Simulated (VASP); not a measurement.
# AlSn (Fd-3m) in VASP: further runs, part 3 of 4

VASP 6.6.1.

## (4) Relaxation of cell and atoms, PBE

INCAR reads:

```
SYSTEM = AlSn
PREC = Accurate
ENCUT = 600
EDIFF = 1E-6
ISMEAR = 0
SIGMA = 0.1
LREAL = .False.
LASPH = .True.
NELM = 100
ALGO = Normal
ISIF = 3
LWAVE = .False.
LCHARG = .False.
GGA = PE
IBRION = 2
NSW = 90
EDIFFG = -0.04
```

KPOINTS reads:

```
regular mesh
0
Gamma
  4 4 4
  0 0 0
```

POSCAR reads:

```
AlSn
1.0
    0.0000000000      3.5286198100      3.5286198100
    3.5286198100      0.0000000000      3.5286198100
    3.5286198100      3.5286198100      0.0000000000
Al Sn
2 2
Direct
    0.0000000000      0.0000000000      0.0000000000
    0.2500000000      0.2500000000      0.2500000000
    0.7500000000      0.7500000000      0.7500000000
    0.5000000000      0.5000000000      0.5000000000
```

Potentials or basis: VASP PAW PBE potentials, release 64 (Al, Sn_d).

Command:

```sh
$ cat potpaw_PBE.64/Al/POTCAR potpaw_PBE.64/Sn_d/POTCAR > POTCAR
$ mpirun -np 1 vasp_std > vasp.out
```

OUTCAR:

```text
SYSTEM = AlSn
   PREC = Accurate
   ENCUT = 600
   EDIFF = 1E-6
   ISMEAR = 0
   LREAL = .False.
   LASPH = .True.
   NELM = 100
   ISIF = 3
   GGA = PE
   IBRION = 2
   NSW = 90
   EDIFFG = -0.04

 ion  position               nearest neighbor table
   1  0.000  0.000  0.000-   3 3.06   3 3.06   3 3.06   2 3.06   3 3.06   2 3.06   2 3.06   2 3.06
                             4 3.53   4 3.53   4 3.53   4 3.53   4 3.53   4 3.53
   2  0.250  0.250  0.250-   1 3.06   1 3.06   1 3.06   1 3.06   4 3.06   4 3.06   4 3.06   4 3.06
                             3 3.53   3 3.53   3 3.53   3 3.53   3 3.53   3 3.53
   3  0.750  0.750  0.750-   4 3.06   4 3.06   4 3.06   1 3.06   4 3.06   1 3.06   1 3.06   1 3.06
                             2 3.53   2 3.53   2 3.53   2 3.53   2 3.53   2 3.53
   4  0.500  0.500  0.500-   2 3.06   2 3.06   2 3.06   2 3.06   3 3.06   3 3.06   3 3.06   3 3.06
                             1 3.53   1 3.53   1 3.53   1 3.53   1 3.53   1 3.53

  LATTYP: Found a face centered cubic cell.
 ALAT       =     7.0572396200

  Lattice vectors:

 A1 = (   0.0000000000,   3.5286198100,   3.5286198100)
 A2 = (   3.5286198100,   0.0000000000,   3.5286198100)
 A3 = (   3.5286198100,   3.5286198100,   0.0000000000)

Analysis of symmetry for initial positions (statically):
=====================================================================
 Subroutine PRICEL returns:
 Original cell was already a primitive cell.

 Routine SETGRP: Setting up the symmetry group for a
 face centered cubic supercell.

 Subroutine GETGRP returns: Found 48 space group operations
 (whereof 24 operations were pure point group operations)
 out of a pool of 48 trial point group operations.

The static configuration has the point symmetry T_d .
 The point group associated with its full space group is O_h .

Analysis of symmetry for dynamics (positions and initial velocities):
=====================================================================
 Subroutine PRICEL returns:
 Original cell was already a primitive cell.

 Routine SETGRP: Setting up the symmetry group for a
 face centered cubic supercell.

 Subroutine GETGRP returns: Found 48 space group operations
 (whereof 24 operations were pure point group operations)
 out of a pool of 48 trial point group operations.

The dynamic configuration has the point symmetry T_d .
 The point group associated with its full space group is O_h .

 Subroutine INISYM returns: Found 48 space group operations
 (whereof 24 operations are pure point group operations),
 and found     1 'primitive' translations

----------------------------------------------------------------------------------------

                                     Primitive cell

  volume of cell :      87.8708

  direct lattice vectors                    reciprocal lattice vectors
     0.000000000  3.528619810  3.528619810    -0.141698462  0.141698462  0.141698462
     3.528619810  0.000000000  3.528619810     0.141698462 -0.141698462  0.141698462
     3.528619810  3.528619810  0.000000000     0.141698462  0.141698462 -0.141698462

  length of vectors
     4.990221992  4.990221992  4.990221992     0.245428936  0.245428936  0.245428936

  position of ions in fractional coordinates (direct lattice)
     0.000000000  0.000000000  0.000000000
     0.250000000  0.250000000  0.250000000
     0.750000000  0.750000000  0.750000000
     0.500000000  0.500000000  0.500000000

  ion indices of the primitive-cell ions
   primitive index   ion index
                 1           1
                 2           2
                 3           3
                 4           4

----------------------------------------------------------------------------------------

 KPOINTS: regular mesh

Automatic generation of k-mesh.
 Grid dimensions read from file:
 generate k-points for:    4    4    4

 Generating k-lattice:

  Cartesian coordinates                     Fractional coordinates (reciprocal lattice)
    -0.035424615  0.035424615  0.035424615     0.250000000  0.000000000  0.000000000
     0.035424615 -0.035424615  0.035424615     0.000000000  0.250000000  0.000000000
     0.035424615  0.035424615 -0.035424615     0.000000000  0.000000000  0.250000000

  Length of vectors
     0.061357234  0.061357234  0.061357234

  Shift w.r.t. Gamma in fractional coordinates (k-lattice)
     0.000000000  0.000000000  0.000000000

 Subroutine IBZKPT returns following result:
 ===========================================

 Found      8 irreducible k-points:

 Following reciprocal coordinates:
            Coordinates               Weight
  0.000000  0.000000  0.000000      1.000000
  0.250000  0.000000  0.000000      8.000000
  0.500000  0.000000  0.000000      4.000000
  0.250000  0.250000  0.000000      6.000000
  0.500000  0.250000  0.000000     24.000000
 -0.250000  0.250000  0.000000     12.000000
  0.500000  0.500000  0.000000      3.000000
 -0.250000  0.500000  0.250000      6.000000
   k-points           NKPTS =      8   k-points in BZ     NKDIM =      8   number of bands    NBANDS=     21
   number of dos      NEDOS =    301   number of ions     NIONS =      4
   total plane-waves  NPLWV =  64000
   dimension x,y,z NGX =    40 NGY =   40 NGZ =   40
   dimension x,y,z NGXF=    80 NGYF=   80 NGZF=   80
   ions per type =               2   2
   NGX,Y,Z   is equivalent  to a cutoff of  13.33, 13.33, 13.33 a.u.
   NGXF,Y,Z  is equivalent  to a cutoff of  26.65, 26.65, 26.65 a.u.
 SYSTEM =  AlSn
   PREC   = accura    normal or accurate (medium, high low for compatibility)
   ISTART =      0    job   : 0-new  1-cont  2-samecut
   ICHARG =      2    charge: 1-file 2-atom 10-const
   ISPIN  =      1    spin polarized calculation?
   LNONCOLLINEAR =      F non collinear calculations
   LSORBIT =      F    spin-orbit coupling
   LASPH  =      T    aspherical Exc in radial PAW
   ENCUT  =  600.0 eV  44.10 Ry    6.64 a.u.   9.97  9.97  9.97*2*pi/ulx,y,z
   NELM   =    100;   NELMIN=  2; NELMDL= -5     # of ELM steps
   EDIFF  = 0.1E-05   stopping-criterion for ELM
   LREAL  =      F    real-space projection
   EDIFFG = -.4E-01   stopping-criterion for IOM
   NSW    =     90    number of steps for IOM
   IBRION =      2    ionic relax: 0-MD 1-quasi-New 2-CG
   NFREE  =      1    steps in history (QN), initial steepest desc. (CG)
   ISIF   =      3    stress and relaxation
   ISYM   =      2    0-nonsym 1-usesym 2-fastsym
   POTIM  = 0.5000    time-step for ionic-motion
   TEBEG  =    0.0;   TEEND  =   0.0 temperature during run
   PSTRESS=    0.0 pullay stress
   NELECT =      34.0000    total number of electrons
   NUPDOWN=      -1.0000    fix difference up-down
   EMIN   =  10.00;   EMAX   =-10.00  energy-range for DOS
   EFERMI =   0.00;   METHOD = LEGACY
   ISMEAR =     0;   SIGMA  =   0.10  broadening in eV -4-tet -1-fermi 0-gaus
   EFERMI_NEDOS =   21; number of points for ismear=-14 and -15
   IALGO  =     38    algorithm
   IMIX   =      4    mixing-type and parameters
     AMIX     =   0.40;   BMIX     =  1.00
     AMIX_MAG =   1.60;   BMIX_MAG =  1.00
  volume/ion in A,a.u.               =      21.97       148.25
  Fermi-wavevector in a.u.,A,eV,Ry     =   1.192943  2.254335 19.362620  1.423112
  Thomas-Fermi vector in A             =   2.328969
   LORBIT       =      0    0 simple, 1 ext, 2 COOP (PROOUT), +10 PAW based schemes
   GGA     = PE    functional components
   LHFCALC =     F    Hartree Fock is set to
   AEXX    =    0.0000 exact exchange contribution
   IVDW    =     0    specifies the selected vdW correction
   LEPSILON=     F    determine dielectric tensor
   LRPA    =     F    only Hartree local field effects (RPA)
 conjugate gradient relaxation of ions
 non-spin polarized calculation
 Gauss-broadening in eV      SIGMA  =   0.10
  energy-cutoff  :      600.00
  volume of cell :       87.87
 maximum number of plane-waves:      2954
   NGX = 19   NGY = 19   NGZ = 19

--------------------------------------- Ionic step        1  -------------------------------------------

 number of electron      34.0000003 magnetization

 Free energy of the ion-electron system (eV)
  ---------------------------------------------------
  ext. energy  EPLUGINS =         0.00000000
  ---------------------------------------------------
  free energy    TOTEN  =       -14.02873233 eV

  energy without entropy =      -14.01345105  energy(sigma->0) =      -14.02109169

 E-fermi :   8.0638     XC(G=0): -10.3088

 val. band max:        7.8429153790   @ k =   0.2500   0.0000   0.0000
 cond. band min:       8.1211774674   @ k =   0.5000   0.2500   0.0000
 fundamental gap:      0.2782620885
 Fermi energy:         8.0638152850

 k-point     1 :       0.0000    0.0000    0.0000
  band No.  band energies     occupation
      1     -13.4776      2.00000
      2     -13.4776      2.00000
      3     -13.4776      2.00000
      4     -13.4382      2.00000
      5     -13.4382      2.00000
      6     -13.2905      2.00000
[... 254 lines left out ...]
  energy  without entropy=      -14.1116995978  energy(sigma->0) =      -14.11930727

--------------------------------------- Ionic step        3  -------------------------------------------

 number of electron      33.9999992 magnetization

 Free energy of the ion-electron system (eV)
  ---------------------------------------------------
  ext. energy  EPLUGINS =         0.00000000
  ---------------------------------------------------
  free energy    TOTEN  =       -14.13283149 eV

  energy without entropy =      -14.11761391  energy(sigma->0) =      -14.12522270

 E-fermi :   7.0892     XC(G=0):  -9.9822

 val. band max:        6.8163362385   @ k =   0.2500   0.0000   0.0000
 cond. band min:       7.1466459639   @ k =   0.5000   0.2500   0.0000
 fundamental gap:      0.3303097254
 Fermi energy:         7.0892181675

 k-point     1 :       0.0000    0.0000    0.0000
  band No.  band energies     occupation
      1     -14.2967      2.00000
      2     -14.2967      2.00000
      3     -14.2967      2.00000
      4     -14.2640      2.00000
      5     -14.2640      2.00000
      6     -14.1472      2.00000
[... 212 lines left out ...]
  FREE ENERGIE OF THE ION-ELECTRON SYSTEM (eV)
  ---------------------------------------------------
  free  energy   TOTEN  =       -14.1328314895 eV

  energy  without entropy=      -14.1176139103  energy(sigma->0) =      -14.12522270

 reached required accuracy - stopping structural energy minimisation
```

It took 29 s on 1 thread of AMD EPYC 9R45 (Zen 5), shared host; peak memory 0.21 GiB.

What came out:

- Free energy: -14.1328 eV
- Relaxed volume: 23.75 Å³/atom
- Relaxed cell: a = 5.122 Å, b = 5.122 Å, c = 5.122 Å, α = 60.00°, β = 60.00°, γ = 60.00°
- Space group after relaxing (to 0.1 Å): Fd-3m (No. 227)
- Energy gained by relaxing: 26.0 meV/atom
- Ionic steps: 3
- Pressure after relaxing: 0.0 GPa
- Band gap on the k mesh: zero (bands 17 and 18 overlap by 4.73 eV)

The path:
```tsv
step	energy change (eV)	largest force (eV/Å)	pressure (GPa)	volume (Å³)
1	0.0000	0.0000	5.02	87.87
2	-0.0982	0.0000	-1.00	96.91
3	-0.1041	0.0000	0.03	95.01
```

Final structure:
```xyz
4
Lattice="0.0000 3.6217 3.6217 3.6217 0.0000 3.6217 3.6217 3.6217 0.0000" Properties=species:S:1:pos:R:3 pbc="T T T"
Al    0.0000    0.0000    0.0000
Al    1.8108    1.8108    1.8108
Sn    5.4325    5.4325    5.4325
Sn    3.6217    3.6217    3.6217
```

Levels at points of the mesh, in eV from the Fermi level:
| k point | band 14 | band 15 | band 16 | band 17 | band 18 | band 19 | band 20 | band 21 |
| --- | --- | --- | --- | --- | --- | --- | --- | --- |
| (0.00, 0.00, 0.00) | -1.11 | -1.11 | -1.11 | -0.93 | -0.93 | -0.93 | 0.74 | 0.74 |
| (0.50, 0.00, 0.00) | -2.23 | -2.23 | -2.18 | -1.25 | -1.25 | 2.61 | 2.70 | 3.61 |
| (0.50, 0.50, 0.00) | -4.48 | -3.98 | -3.98 | 3.48 | 3.48 | 3.54 | 3.54 | 4.03 |

Caveat: the k points lie up to 0.38 Å⁻¹ apart in the final cell, too coarse for converged energies and pressures of a metal; spin-orbit coupling is left out, which moves the levels of the heavy elements.

[end of part 3 of 4]
